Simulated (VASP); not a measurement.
# Ba2Ho3Te (I4/mmm) in VASP: further runs

The runs below take Ba2Ho3Te through single point, with PBE.

Program: VASP 6.6.1. These are calculated values, not measurements. Logs are shortened: lines on timing, memory, paths and dates and some standing lists are left out, and cuts for length are marked.

### Step 1. The cell of the first run

Symmetry: I4/mmm, No. 139, tetragonal system. Conventional cell: a = 6.610 Å, b = 6.610 Å, c = 13.459 Å, α = 90.00°, β = 90.00°, γ = 90.00°. Ba (site symmetry 4mm) has 1 Te at 3.07 Å and 5 Ho at 3.32 to 3.66 Å within 4.0 Å. Within 4.4 Å of Ho (site symmetry -4m2) lie 4 Ba at 3.32 Å. Ho (site symmetry 4/mmm) has 2 Ba at 3.66 Å and 4 Te at 4.67 Å and 8 Ho at 4.72 Å within 4.8 Å. Within 4.0 Å of Te (site symmetry 4/mmm) lie 2 Ba at 3.07 Å.

The cell was generated, and may not be a known phase.

### Step 2. Single point, PBE

Contents of INCAR:

```
PREC     = Accurate       # precision mode
ENCUT    = 500            # plane-wave cutoff, eV
EDIFF    = 1E-6           # SCF threshold, eV
ISMEAR   = 0              # smearing method
SIGMA    = 0.2            # smearing width, eV
LREAL    = False          # projectors in reciprocal space
LASPH    = True           # aspherical terms in the spheres
NELM     = 200            # most SCF steps
ALGO     = Normal         # electronic algorithm
ISIF     = 2              # what is computed and relaxed
LWAVE    = False          # write WAVECAR
LCHARG   = False          # write CHGCAR
GGA      = PE             # functional
NBANDS   = 36             # bands
GGA_COMPAT= False        
LMAXMIX  = 6              # l up to which the mixer works
```

Contents of KPOINTS:

```
Automatic mesh
0
Gamma
  4 4 4
```

Contents of POSCAR:

```
Ba2Ho3Te
1.0
   -3.3050297138      3.3050297138      6.7293610093
    3.3050297138     -3.3050297138      6.7293610093
    3.3050297138      3.3050297138     -6.7293610093
Ba Ho Te
2 3 1
Direct
    0.7721861357      0.7721861357      0.0000000000
    0.2278138643      0.2278138643      0.0000000000
    0.2500000000      0.7500000000      0.5000000000
    0.5000000000      0.5000000000      0.0000000000
    0.7500000000      0.2500000000      0.5000000000
    0.0000000000      0.0000000000      0.0000000000
```

Potentials or basis: VASP PAW PBE potentials, release 64 (Ba_sv, Ho_3, Te), 4f in core.

Launch:

```bash
> cat potpaw_PBE.64/Ba_sv/POTCAR potpaw_PBE.64/Ho_3/POTCAR potpaw_PBE.64/Te/POTCAR > POTCAR
> mpirun -np 1 vasp_std > vasp.out
```

OUTCAR:

```text
PREC = Accurate
   ENCUT = 500
   EDIFF = 1E-6
   ISMEAR = 0
   LREAL = False
   LASPH = True
   NELM = 200
   ISIF = 2
   GGA = PE

 ion  position               nearest neighbor table
   1  0.772  0.772  0.000-   6 3.07   5 3.32   3 3.32   5 3.32   3 3.32   4 3.66   2 4.71   2 4.71
                             2 4.71   2 4.71
   2  0.228  0.228  0.000-   6 3.07   3 3.32   5 3.32   3 3.32   5 3.32   4 3.66   1 4.71   1 4.71
                             1 4.71   1 4.71
   3  0.250  0.750  0.500-   1 3.32   2 3.32   1 3.32   2 3.32
   4  0.500  0.500  0.000-   1 3.66   2 3.66
   5  0.750  0.250  0.500-   1 3.32   2 3.32   1 3.32   2 3.32
   6  0.000  0.000  0.000-   1 3.07   2 3.07

  LATTYP: Found a body centered tetragonal cell.
 ALAT       =     6.6100594276
 C/A-ratio  =     2.0360969770

  Lattice vectors:

 A1 = (  -3.3050297138,   3.3050297138,   6.7293610093)
 A2 = (   3.3050297138,  -3.3050297138,   6.7293610093)
 A3 = (   3.3050297138,   3.3050297138,  -6.7293610093)

Analysis of symmetry for initial positions (statically):
=====================================================================
 Subroutine PRICEL returns:
 Original cell was already a primitive cell.

 Routine SETGRP: Setting up the symmetry group for a
 body centered tetragonal supercell.

 Subroutine GETGRP returns: Found 16 space group operations
 (whereof 16 operations were pure point group operations)
 out of a pool of 16 trial point group operations.

The static configuration has the point symmetry D_4h.

Analysis of symmetry for dynamics (positions and initial velocities):
=====================================================================
 Subroutine PRICEL returns:
 Original cell was already a primitive cell.

 Routine SETGRP: Setting up the symmetry group for a
 body centered tetragonal supercell.

 Subroutine GETGRP returns: Found 16 space group operations
 (whereof 16 operations were pure point group operations)
 out of a pool of 16 trial point group operations.

The dynamic configuration has the point symmetry D_4h.

 Subroutine INISYM returns: Found 16 space group operations
 (whereof 16 operations are pure point group operations),
 and found     1 'primitive' translations

----------------------------------------------------------------------------------------

                                     Primitive cell

  volume of cell :     294.0252

  direct lattice vectors                    reciprocal lattice vectors
    -3.305029714  3.305029714  6.729361009     0.000000000  0.151284570  0.074301260
     3.305029714 -3.305029714  6.729361009     0.151284570  0.000000000  0.074301260
     3.305029714  3.305029714 -6.729361009     0.151284570  0.151284570  0.000000000

  length of vectors
     8.193335243  8.193335243  8.193335243     0.168545835  0.168545835  0.213948691

  position of ions in fractional coordinates (direct lattice)
     0.772186136  0.772186136  0.000000000
     0.227813864  0.227813864  0.000000000
     0.250000000  0.750000000  0.500000000
     0.500000000  0.500000000  0.000000000
     0.750000000  0.250000000  0.500000000
     0.000000000  0.000000000  0.000000000

  ion indices of the primitive-cell ions
   primitive index   ion index
                 1           1
                 2           2
                 3           3
                 4           4
                 5           5
                 6           6

----------------------------------------------------------------------------------------

 KPOINTS: Automatic mesh

Automatic generation of k-mesh.
 Grid dimensions read from file:
 generate k-points for:    4    4    4

 Generating k-lattice:

  Cartesian coordinates                     Fractional coordinates (reciprocal lattice)
     0.000000000  0.037821143  0.018575315     0.250000000  0.000000000  0.000000000
     0.037821143  0.000000000  0.018575315     0.000000000  0.250000000  0.000000000
     0.037821143  0.037821143  0.000000000     0.000000000  0.000000000  0.250000000

  Length of vectors
     0.042136459  0.042136459  0.053487173

  Shift w.r.t. Gamma in fractional coordinates (k-lattice)
     0.000000000  0.000000000  0.000000000

 Subroutine IBZKPT returns following result:
 ===========================================

 Found     13 irreducible k-points:

 Following reciprocal coordinates:
            Coordinates               Weight
  0.000000  0.000000  0.000000      1.000000
  0.250000  0.000000  0.000000      8.000000
  0.500000  0.000000  0.000000      4.000000
  0.250000  0.250000  0.000000      8.000000
  0.500000  0.250000  0.000000     16.000000
 -0.250000  0.250000  0.000000      4.000000
  0.500000  0.500000  0.000000      2.000000
  0.250000  0.250000  0.250000      2.000000
 -0.250000  0.250000  0.250000      4.000000
  0.500000  0.500000  0.250000      4.000000
 -0.250000  0.500000  0.250000      8.000000
 -0.250000 -0.250000  0.250000      2.000000
  0.500000  0.500000  0.500000      1.000000
   k-points           NKPTS =     13   k-points in BZ     NKDIM =     13   number of bands    NBANDS=     36
   number of dos      NEDOS =    301   number of ions     NIONS =      6
   total plane-waves  NPLWV = 216000
   dimension x,y,z NGX =    60 NGY =   60 NGZ =   60
   dimension x,y,z NGXF=   120 NGYF=  120 NGZF=  120
   ions per type =               2   3   1
   NGX,Y,Z   is equivalent  to a cutoff of  12.17, 12.17, 12.17 a.u.
   NGXF,Y,Z  is equivalent  to a cutoff of  24.35, 24.35, 24.35 a.u.
 SYSTEM =  unknown system
   PREC   = accura    normal or accurate (medium, high low for compatibility)
   ISTART =      0    job   : 0-new  1-cont  2-samecut
   ICHARG =      2    charge: 1-file 2-atom 10-const
   ISPIN  =      1    spin polarized calculation?
   LNONCOLLINEAR =      F non collinear calculations
   LSORBIT =      F    spin-orbit coupling
   LASPH  =      T    aspherical Exc in radial PAW
   ENCUT  =  500.0 eV  36.75 Ry    6.06 a.u.  14.94 14.94 14.94*2*pi/ulx,y,z
   NELM   =    200;   NELMIN=  2; NELMDL= -5     # of ELM steps
   EDIFF  = 0.1E-05   stopping-criterion for ELM
   LREAL  =      F    real-space projection
   EDIFFG = 0.1E-04   stopping-criterion for IOM
   NSW    =      0    number of steps for IOM
   IBRION =     -1    ionic relax: 0-MD 1-quasi-New 2-CG
   NFREE  =      0    steps in history (QN), initial steepest desc. (CG)
   ISIF   =      2    stress and relaxation
   ISYM   =      2    0-nonsym 1-usesym 2-fastsym
   POTIM  = 0.5000    time-step for ionic-motion
   TEBEG  =    0.0;   TEEND  =   0.0 temperature during run
   PSTRESS=    0.0 pullay stress
   NELECT =      53.0000    total number of electrons
   NUPDOWN=      -1.0000    fix difference up-down
   EMIN   =  10.00;   EMAX   =-10.00  energy-range for DOS
   EFERMI =   0.00;   METHOD = LEGACY
   ISMEAR =     0;   SIGMA  =   0.20  broadening in eV -4-tet -1-fermi 0-gaus
   EFERMI_NEDOS =   21; number of points for ismear=-14 and -15
   IALGO  =     38    algorithm
   IMIX   =      4    mixing-type and parameters
     AMIX     =   0.40;   BMIX     =  1.00
     AMIX_MAG =   1.60;   BMIX_MAG =  1.00
  volume/ion in A,a.u.               =      49.00       330.70
  Fermi-wavevector in a.u.,A,eV,Ry     =   0.924780  1.747581 11.635957  0.855219
  Thomas-Fermi vector in A             =   2.050563
   LORBIT       =      0    0 simple, 1 ext, 2 COOP (PROOUT), +10 PAW based schemes
   GGA     = PE    functional components
   LHFCALC =     F    Hartree Fock is set to
   AEXX    =    0.0000 exact exchange contribution
   IVDW    =     0    specifies the selected vdW correction
   LEPSILON=     F    determine dielectric tensor
   LRPA    =     F    only Hartree local field effects (RPA)
 non-spin polarized calculation
 Gauss-broadening in eV      SIGMA  =   0.20
  energy-cutoff  :      500.00
  volume of cell :      294.03
 maximum number of plane-waves:      7476
   NGX = 29   NGY = 29   NGZ = 29

 number of electron      52.9999998 magnetization

 Free energy of the ion-electron system (eV)
  ---------------------------------------------------
  ext. energy  EPLUGINS =         0.00000000
  ---------------------------------------------------
  free energy    TOTEN  =       -14.88867184 eV

  energy without entropy =      -14.70310644  energy(sigma->0) =      -14.79588914

 E-fermi :   1.7037     XC(G=0):  -7.9152

 val. band max:        1.6952825131   @ k =   0.5000   0.0000   0.0000
 cond. band min:       1.7074952581   @ k =   0.5000   0.5000   0.0000
 fundamental gap:      0.0122127450
 Fermi energy:         1.7036740667

 k-point     1 :       0.0000    0.0000    0.0000
  band No.  band energies     occupation
      1     -25.9454      2.00000
      2     -25.9318      2.00000
      3     -24.4520      2.00000
      4     -24.4520      2.00000
      5     -24.2208      2.00000
      6     -23.7634      2.00000
[... 28 lines left out ...]
     35       2.9750      0.00000
     36       3.1410      0.00000

 k-point     2 :       0.2500    0.0000    0.0000
  band No.  band energies     occupation
      1     -25.9522      2.00000
      2     -25.9426      2.00000
      3     -24.4521      2.00000
      4     -24.4520      2.00000
      5     -24.2207      2.00000
      6     -23.7634      2.00000
[... 28 lines left out ...]
     35       3.0025      0.00000
     36       3.0169      0.00000

 k-point     3 :       0.5000    0.0000    0.0000
  band No.  band energies     occupation
      1     -25.9570      2.00000
      2     -25.9553      2.00000
      3     -24.4521      2.00000
      4     -24.4520      2.00000
      5     -24.2206      2.00000
      6     -23.7630      2.00000
[... 28 lines left out ...]
     35       3.0954      0.00000
     36       3.2946      0.00000
[... 313 lines left out ...]
 k-point    12 :      -0.2500   -0.2500    0.2500
  band No.  band energies     occupation
      1     -25.9462      2.00000
      2     -25.9310      2.00000
      3     -24.4520      2.00000
      4     -24.4520      2.00000
      5     -24.2206      2.00000
      6     -23.7635      2.00000
[... 28 lines left out ...]
     35       2.8703      0.00000
     36       3.5786      0.00000

 k-point    13 :       0.5000    0.5000    0.5000
  band No.  band energies     occupation
      1     -25.9469      2.00000
      2     -25.9303      2.00000
      3     -24.4521      2.00000
      4     -24.4521      2.00000
      5     -24.2205      2.00000
      6     -23.7636      2.00000
[... 28 lines left out ...]
     35       2.9110      0.00000
     36       3.5496      0.00000

------------------------ aborting loop because EDIFF is reached ----------------------------------------

  FORCE on cell =-STRESS in cart. coord.  units (eV):
  Direction    XX          YY          ZZ          XY          YZ          ZX
  --------------------------------------------------------------------------------------
  -------------------------------------------------------------------------------------
  Total        1.1661331      1.1661331      1.3312569      0.0000000      0.0000000      0.0000000
  in kB        6.3543944      6.3543944      7.2541727      0.0000000      0.0000000      0.0000000
  external PRESSURE =       6.6543205 kB  Pullay stress =       0.0000000 kB

 VOLUME and BASIS-vectors are now :
 -----------------------------------------------------------------------------
  energy-cutoff  :      500.00
  volume of cell :      294.03
      direct lattice vectors                 reciprocal lattice vectors
    -3.305029714  3.305029714  6.729361009     0.000000000  0.151284570  0.074301260
     3.305029714 -3.305029714  6.729361009     0.151284570  0.000000000  0.074301260
     3.305029714  3.305029714 -6.729361009     0.151284570  0.151284570  0.000000000

 POSITION                                       TOTAL-FORCE (eV/Angst)
 -----------------------------------------------------------------------------------
      0.00000      0.00000     10.39264         0.000000      0.000000     -0.038401
      0.00000      0.00000      3.06608         0.000000      0.000000      0.038401
      3.30503     -0.00000      3.36468        -0.000000     -0.000000     -0.000000
      0.00000      0.00000      6.72936        -0.000000     -0.000000      0.000000
     -0.00000      3.30503      3.36468        -0.000000     -0.000000     -0.000000
      0.00000      0.00000      0.00000        -0.000000     -0.000000      0.000000
 -----------------------------------------------------------------------------------
    total drift:                               -0.000000     -0.000000      0.000000

  FREE ENERGIE OF THE ION-ELECTRON SYSTEM (eV)
  ---------------------------------------------------
  free  energy   TOTEN  =       -14.8886718353 eV

  energy  without entropy=      -14.7031064417  energy(sigma->0) =      -14.79588914
```

Run time: 2.9 min. Hardware: 1 thread of Intel Xeon Platinum 8488C (Sapphire Rapids), shared host; peak memory 0.55 GiB.

Results:

* Free energy: -14.8887 eV
* Pressure: 0.7 GPa
* Largest force: 0.038 eV/Å
* Band gap on the k mesh: zero (an odd number of electrons rules out a gap without spin polarisation)

Forces in eV/Å, atoms in the order of the input:
```
Ba   0.000  0.000 -0.038
Ba   0.000  0.000  0.038
Ho   0.000  0.000  0.000
Ho   0.000  0.000  0.000
Ho   0.000  0.000  0.000
Te   0.000  0.000  0.000
```

Stress tensor (GPa, compression positive):
```
0.64 0.00 0.00
0.00 0.64 0.00
0.00 0.00 0.73
```

Caveat: spin-orbit coupling is left out, which moves the levels of the heavy elements; the 4f electrons are frozen in the core, so they carry no moment and show no levels. Spin polarisation is off, so any magnetic state and its effect on volume and gap are missing.

### Step 3. Single point, PBE

This run uses another cell than the first one, of 50.21 Å³/atom.

Contents of INCAR:

```
SYSTEM = Ba2Ho3Te
ALGO = Normal
EDIFF = 1E-6
ENCUT = 500
GGA = PE
GGA_COMPAT = .False.
ISIF = 2
ISMEAR = 0
LASPH = .True.
LCHARG = .False.
LMAXMIX = 6
LREAL = .False.
LWAVE = .False.
NBANDS = 36
NELM = 200
PREC = Accurate
SIGMA = 0.2
```

Contents of KPOINTS:

```
k-points
0
Gamma
  4 4 4
  0 0 0
```

Contents of POSCAR:

```
Ba2Ho3Te
1.0
   -3.5065752163      3.5065752163      6.1248298233
    3.5065752163     -3.5065752163      6.1248298233
    3.5065752163      3.5065752163     -6.1248298233
Ba Ho Te
2 3 1
Direct
    0.2500000000      0.7500000000      0.5000000000
    0.7500000000      0.2500000000      0.5000000000
    0.7331764512      0.7331764512      0.0000000000
    0.2668235488      0.2668235488      0.0000000000
    0.0000000000      0.0000000000      0.0000000000
    0.5000000000      0.5000000000      0.0000000000
```

Potentials or basis: VASP PAW PBE potentials, release 64 (Ba_sv, Ho_3, Te), 4f in core.

Launch:

```bash
> cat potpaw_PBE.64/Ba_sv/POTCAR potpaw_PBE.64/Ho_3/POTCAR potpaw_PBE.64/Te/POTCAR > POTCAR
> mpirun -np 1 vasp_std > vasp.out
```

Wall time 2.8 min (1 thread of Intel Xeon Platinum 8488C (Sapphire Rapids), shared host); peak memory 0.52 GiB.

Results (log left out):

```yaml
Free_energy: -17.5406 eV
Pressure: 0.3 GPa
Largest_force: 0.059 eV/Å
Band_gap_on_the_k_mesh: zero (an odd number of electrons rules out a gap without spin polarisation)
```

Forces on the atoms (eV/Å):
```
Ba   0.000  0.000  0.000
Ba   0.000  0.000  0.000
Ho   0.000  0.000 -0.059
Ho   0.000  0.000  0.059
Ho   0.000  0.000  0.000
Te   0.000  0.000  0.000
```

Stress tensor (GPa, compression positive):
```
0.37 0.00 0.00
0.00 0.37 0.00
0.00 0.00 0.01
```

Levels at points of the mesh, in eV from the Fermi level:
| k point | band 24 | band 25 | band 26 | band 27 | band 28 | band 29 | band 30 | band 31 |
| --- | --- | --- | --- | --- | --- | --- | --- | --- |
| (0.00, 0.00, 0.00) | -0.59 | -0.54 | 0.01 | 0.02 | 0.02 | 0.17 | 0.45 | 0.79 |
| (0.50, 0.00, 0.00) | -0.56 | -0.37 | -0.22 | 0.05 | 0.13 | 0.28 | 0.67 | 0.81 |
| (0.50, 0.50, 0.00) | -0.21 | -0.20 | -0.10 | 0.01 | 0.64 | 0.79 | 1.01 | 1.02 |
| (0.50, 0.50, 0.50) | -0.97 | -0.65 | -0.65 | -0.43 | -0.09 | 0.06 | 0.67 | 0.71 |

Caveat: spin-orbit coupling is left out, which moves the levels of the heavy elements; the 4f electrons are frozen in the core, so they carry no moment and show no levels. Spin polarisation is off, so any magnetic state and its effect on volume and gap are missing.

The gap in the log of VASP goes by the Fermi energy; the results here count the filled bands.